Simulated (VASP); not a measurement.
# Hg (I4_1/amd) in VASP: further runs, part 2 of 2

VASP 6.6.1.

**3. Single point, LDA**

Input file INCAR:

```
SYSTEM = Hg
PREC = Accurate ; ENCUT = 520
EDIFF = 1E-6 ; ISMEAR = -1
SIGMA = 0.08 ; LREAL = .FALSE.
LASPH = .TRUE. ; NELM = 60
ALGO = Normal ; ISIF = 2
LWAVE = .FALSE. ; LCHARG = .FALSE.
NBANDS = 19
```

Input file KPOINTS:

```
Automatic mesh
0
G
  17 17 17
  0 0 0
```

Input file POSCAR:

```
Hg
1.0
   -2.3935800454      2.3935800454      1.2419376863
    2.3935800454     -2.3935800454      1.2419376863
    2.3935800454      2.3935800454     -1.2419376863
Hg
2
Direct
   -0.3750000000     -0.1250000000     -0.2500000000
    0.3750000000      0.1250000000      0.2500000000
```

Potentials or basis: VASP PAW LDA potentials, release 64 (Hg).

Run with:

```sh
$ cat potpaw_LDA.64/Hg/POTCAR > POTCAR
$ mpirun -np 1 vasp_std > vasp.out
```

OUTCAR:

```text
SYSTEM = Hg
   PREC = Accurate
   ENCUT = 520
   EDIFF = 1E-6
   ISMEAR = -1
   LREAL = .FALSE.
   LASPH = .TRUE.
   NELM = 60
   ISIF = 2

 ion  position               nearest neighbor table
   1  0.625  0.875  0.750-   2 2.47   2 2.47   2 2.47   2 2.47   2 3.03   2 3.03   2 3.03   2 3.03

   2  0.375  0.125  0.250-   1 2.47   1 2.47   1 2.47   1 2.47   1 3.03   1 3.03   1 3.03   1 3.03

  LATTYP: Found a body centered tetragonal cell.
 ALAT       =     4.7871600908
 C/A-ratio  =     0.5188619819

  Lattice vectors:

 A1 = (  -2.3935800454,   2.3935800454,   1.2419376863)
 A2 = (   2.3935800454,  -2.3935800454,   1.2419376863)
 A3 = (   2.3935800454,   2.3935800454,  -1.2419376863)

Analysis of symmetry for initial positions (statically):
=====================================================================
 Subroutine PRICEL returns:
 Original cell was already a primitive cell.

 Routine SETGRP: Setting up the symmetry group for a
 body centered tetragonal supercell.

 Subroutine GETGRP returns: Found 16 space group operations
 (whereof  4 operations were pure point group operations)
 out of a pool of 16 trial point group operations.

The static configuration has the point symmetry C_2h.
 The point group associated with its full space group is D_4h.

Analysis of symmetry for dynamics (positions and initial velocities):
=====================================================================
 Subroutine PRICEL returns:
 Original cell was already a primitive cell.

 Routine SETGRP: Setting up the symmetry group for a
 body centered tetragonal supercell.

 Subroutine GETGRP returns: Found 16 space group operations
 (whereof  4 operations were pure point group operations)
 out of a pool of 16 trial point group operations.

The dynamic configuration has the point symmetry C_2h.
 The point group associated with its full space group is D_4h.

 Subroutine INISYM returns: Found 16 space group operations
 (whereof  4 operations are pure point group operations),
 and found     1 'primitive' translations

----------------------------------------------------------------------------------------

                                     Primitive cell

  volume of cell :      28.4614

  direct lattice vectors                    reciprocal lattice vectors
    -2.393580045  2.393580045  1.241937686     0.000000000  0.208892116  0.402596689
     2.393580045 -2.393580045  1.241937686     0.208892116  0.000000000  0.402596689
     2.393580045  2.393580045 -1.241937686     0.208892116  0.208892116  0.000000000

  length of vectors
     3.605670546  3.605670546  3.605670546     0.453563678  0.453563678  0.295418063

  position of ions in fractional coordinates (direct lattice)
     0.625000000  0.875000000  0.750000000
     0.375000000  0.125000000  0.250000000

  ion indices of the primitive-cell ions
   primitive index   ion index
                 1           1
                 2           2

----------------------------------------------------------------------------------------

 KPOINTS: Automatic mesh

Automatic generation of k-mesh.
 Grid dimensions read from file:
 generate k-points for:   17   17   17

 Generating k-lattice:

  Cartesian coordinates                     Fractional coordinates (reciprocal lattice)
     0.000000000  0.012287772  0.023682158     0.058823529  0.000000000 -0.000000000
     0.012287772  0.000000000  0.023682158     0.000000000  0.058823529 -0.000000000
     0.012287772  0.012287772  0.000000000     0.000000000  0.000000000  0.058823529

  Length of vectors
     0.026680216  0.026680216  0.017377533

  Shift w.r.t. Gamma in fractional coordinates (k-lattice)
     0.000000000  0.000000000  0.000000000

 Subroutine IBZKPT returns following result:
 ===========================================

 Found    405 irreducible k-points:

 Following reciprocal coordinates:
            Coordinates               Weight
  0.000000  0.000000  0.000000      1.000000
  0.058824 -0.000000  0.000000      8.000000
  0.117647  0.000000  0.000000      8.000000
  0.176471  0.000000  0.000000      8.000000
  0.235294  0.000000  0.000000      8.000000
  0.294118  0.000000  0.000000      8.000000
[... 16 lines left out ...]
 -0.176471  0.058824 -0.000000     16.000000
 -0.117647  0.058824  0.000000     16.000000
 [... further k-points ...]
   k-points           NKPTS =    405   k-points in BZ     NKDIM =    405   number of bands    NBANDS=     19
   number of dos      NEDOS =    301   number of ions     NIONS =      2
   total plane-waves  NPLWV =  21952
   dimension x,y,z NGX =    28 NGY =   28 NGZ =   28
   dimension x,y,z NGXF=    56 NGYF=   56 NGZF=   56
   ions per type =               2
   NGX,Y,Z   is equivalent  to a cutoff of  12.91, 12.91, 12.91 a.u.
   NGXF,Y,Z  is equivalent  to a cutoff of  25.82, 25.82, 25.82 a.u.
 SYSTEM =  Hg
   PREC   = accura    normal or accurate (medium, high low for compatibility)
   ISTART =      0    job   : 0-new  1-cont  2-samecut
   ICHARG =      2    charge: 1-file 2-atom 10-const
   ISPIN  =      1    spin polarized calculation?
   LNONCOLLINEAR =      F non collinear calculations
   LSORBIT =      F    spin-orbit coupling
   LASPH  =      T    aspherical Exc in radial PAW
   ENCUT  =  520.0 eV  38.22 Ry    6.18 a.u.   6.70  6.70  6.70*2*pi/ulx,y,z
   NELM   =     60;   NELMIN=  2; NELMDL= -5     # of ELM steps
   EDIFF  = 0.1E-05   stopping-criterion for ELM
   LREAL  =      F    real-space projection
   EDIFFG = 0.1E-04   stopping-criterion for IOM
   NSW    =      0    number of steps for IOM
   IBRION =     -1    ionic relax: 0-MD 1-quasi-New 2-CG
   NFREE  =      0    steps in history (QN), initial steepest desc. (CG)
   ISIF   =      2    stress and relaxation
   ISYM   =      2    0-nonsym 1-usesym 2-fastsym
   POTIM  = 0.5000    time-step for ionic-motion
   TEBEG  =    0.0;   TEEND  =   0.0 temperature during run
   PSTRESS=    0.0 pullay stress
   NELECT =      24.0000    total number of electrons
   NUPDOWN=      -1.0000    fix difference up-down
   EMIN   =  10.00;   EMAX   =-10.00  energy-range for DOS
   EFERMI =   0.00;   METHOD = LEGACY
   ISMEAR =    -1;   SIGMA  =   0.08  broadening in eV -4-tet -1-fermi 0-gaus
   EFERMI_NEDOS =   21; number of points for ismear=-14 and -15
   IALGO  =     38    algorithm
   IMIX   =      4    mixing-type and parameters
     AMIX     =   0.40;   BMIX     =  1.00
     AMIX_MAG =   1.60;   BMIX_MAG =  1.00
  volume/ion in A,a.u.               =      14.23        96.03
  Fermi-wavevector in a.u.,A,eV,Ry     =   1.546655  2.922753 32.547047  2.392141
  Thomas-Fermi vector in A             =   2.651860
   LORBIT       =      0    0 simple, 1 ext, 2 COOP (PROOUT), +10 PAW based schemes
   GGA     = CA    functional components
   LHFCALC =     F    Hartree Fock is set to
   AEXX    =    0.0000 exact exchange contribution
   IVDW    =     0    specifies the selected vdW correction
   LEPSILON=     F    determine dielectric tensor
   LRPA    =     F    only Hartree local field effects (RPA)
 non-spin polarized calculation
  energy-cutoff  :      520.00
  volume of cell :       28.46
 maximum number of plane-waves:       785
   NGX = 13   NGY = 13   NGZ = 13

 number of electron      24.0000004 magnetization

 Free energy of the ion-electron system (eV)
  ---------------------------------------------------
  ext. energy  EPLUGINS =         0.00000000
  ---------------------------------------------------
  free energy    TOTEN  =         2.75417503 eV

  energy without entropy =        2.76879393  energy(sigma->0) =        2.76148448

 E-fermi :   9.0991     XC(G=0): -13.9967

 val. band max:        9.0910967771   @ k =  -0.2941  -0.2941   0.1176
 cond. band min:       9.1048507488   @ k =   0.2353   0.0588   0.0588
 fundamental gap:      0.0137539717
 Fermi energy:         9.0991471985

 k-point     1 :       0.0000    0.0000    0.0000
  band No.  band energies     occupation
      1      -6.2748      2.00000
      2      -4.1207      2.00000
      3      -3.8557      2.00000
      4      -3.6165      2.00000
      5      -3.1266      2.00000
      6       0.6842      2.00000
[... 11 lines left out ...]
     18      28.3279      0.00000
     19      29.2853      0.00000
[... 485 lines left out ...]
 k-point    24 :      -0.1176    0.0588    0.0000
  band No.  band energies     occupation
      1      -6.0107      2.00000
      2      -3.9798      2.00000
      3      -3.7934      2.00000
      4      -3.4479      2.00000
      5      -3.0465      2.00000
      6       0.3416      2.00000
[... 11 lines left out ...]
     18      26.2399      0.00000
     19      26.9823      0.00000

 [... further k-points ...]

------------------------ aborting loop because EDIFF is reached ----------------------------------------

  FORCE on cell =-STRESS in cart. coord.  units (eV):
  Direction    XX          YY          ZZ          XY          YZ          ZX
  --------------------------------------------------------------------------------------
  -------------------------------------------------------------------------------------
  Total       24.6749283     24.6749283     24.7751545      0.0000000     -0.0000000     -0.0000000
  in kB     1389.0272765   1389.0272765   1394.6693159      0.0000000     -0.0000000     -0.0000000
  external PRESSURE =    1390.9079563 kB  Pullay stress =       0.0000000 kB

 VOLUME and BASIS-vectors are now :
 -----------------------------------------------------------------------------
  energy-cutoff  :      520.00
  volume of cell :       28.46
      direct lattice vectors                 reciprocal lattice vectors
    -2.393580045  2.393580045  1.241937686     0.000000000  0.208892116  0.402596689
     2.393580045 -2.393580045  1.241937686     0.208892116  0.000000000  0.402596689
     2.393580045  2.393580045 -1.241937686     0.208892116  0.208892116  0.000000000

 POSITION                                       TOTAL-FORCE (eV/Angst)
 -----------------------------------------------------------------------------------
      2.39358      1.19679      0.93145         0.000000     -0.000000      0.000000
      0.00000      1.19679      0.31048        -0.000000      0.000000     -0.000000
 -----------------------------------------------------------------------------------
    total drift:                                0.000000      0.000000     -0.000000

  FREE ENERGIE OF THE ION-ELECTRON SYSTEM (eV)
  ---------------------------------------------------
  free  energy   TOTEN  =         2.7541750280 eV

  energy  without entropy=        2.7687939295  energy(sigma->0) =        2.76148448
```

OSZICAR:

```text
N       E                     dE             d eps       ncg     rms          rms(c)
DAV:   1     0.204632117932E+03    0.20463E+03   -0.13385E+04 15414   0.135E+03
DAV:   2     0.643925433005E+01   -0.19819E+03   -0.19192E+03 16011   0.363E+02
DAV:   3     0.249834830202E+01   -0.39409E+01   -0.39287E+01 17840   0.569E+01
DAV:   4     0.249134667750E+01   -0.70016E-02   -0.70007E-02 17046   0.224E+00
DAV:   5     0.249133844565E+01   -0.82319E-05   -0.82314E-05 16991   0.760E-02    0.317E+01
DAV:   6     0.267787589475E+01    0.18654E+00   -0.12669E-01 17366   0.433E+00    0.192E+01
DAV:   7     0.275139120345E+01    0.73515E-01   -0.65842E-02 16703   0.275E+00    0.689E-01
DAV:   8     0.275419828816E+01    0.28071E-02   -0.13589E-02 16453   0.149E+00    0.101E-01
DAV:   9     0.275417843805E+01   -0.19850E-04   -0.53259E-05 17231   0.655E-02    0.324E-02
DAV:  10     0.275417500779E+01   -0.34303E-05   -0.28670E-06 15708   0.124E-02    0.619E-03
DAV:  11     0.275417502804E+01    0.20249E-07   -0.38397E-07  8858   0.712E-03
   1 F= 0.27541750E+01 E0= 0.27614845E+01  d E =-.146189E-01
```

stdout:

```text
POSCAR found type information on POSCAR Hg
 POSCAR found :  1 types and       2 ions
 scaLAPACK will be used
 LDA part: xc-table for (Slater(with rela. corr.)+CA(PZ))
 , standard interpolation
 POSCAR, INCAR and KPOINTS ok, starting setup
 FFT: planning ... GRIDC
 FFT: planning ... GRID_SOFT
 FFT: planning ... GRID
 WAVECAR not read
 entering main loop
```

Wall time 5 min (1 thread of AMD EPYC 7R13, shared host); peak memory 0.26 GiB.

Results:

| Item | Value |
| --- | --- |
| Free energy | 2.7542 eV |
| Pressure | 139.1 GPa |
| Band gap on the k mesh | zero (bands 12 and 13 overlap by 6.82 eV) |

Levels at points of the mesh, in eV from the Fermi level:
```csv
k point,band 10,band 11,band 12,band 13,band 14,band 15
"(0.00, 0.00, 0.00)",-7.14,-5.91,0.12,0.12,5.68,10.13
```

Caveat: the cell stands under pressure; spin-orbit coupling is left out, which moves the levels of the heavy elements.
